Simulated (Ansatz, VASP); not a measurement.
**One calculation of Au, two programs**

```
CELL_PARAMETERS angstrom
2.81354 0.00000 0.00000
-1.40677 2.43660 0.00000
0.00000 0.00000 9.42193
ATOMIC_POSITIONS crystal
Au 0.00000 0.00000 0.00000
Au 0.00000 0.00000 0.50000
Au 0.33333 0.66667 0.25000
Au 0.66667 0.33333 0.75000
```

Alike in both runs: task single point; functional r2SCAN; k mesh 14 × 14 × 4; occupations fermi-dirac, width 0.1 eV; no spin polarisation.

|  | VASP | Ansatz |
| --- | --- | --- |
| version | VASP 6.6.1 | Ansatz 0.2.0 |
| potentials or method | VASP PAW PBE potentials, release 64 (Au), cutoff 520 eV | plane waves (500 eV) with PAW, scalar-relativistic |
| valence electrons in the cell | 44 | 76 |

```csv
,VASP,Ansatz,Ansatz less VASP
pressure (GPa),16.9,16.4,-0.52
"traceless stress, the component that is largest in VASP (GPa)",-1.23,-1.19,+0.039
```

VASP's potentials were made for PBE, not for r2SCAN. The functional is the same, so the differences come from potentials, cutoffs and numerics. VASP's potentials hold 44 valence electrons a cell and Ansatz's 76, so a difference there can come from the potentials and not from the codes.

Spin-orbit coupling is off throughout.
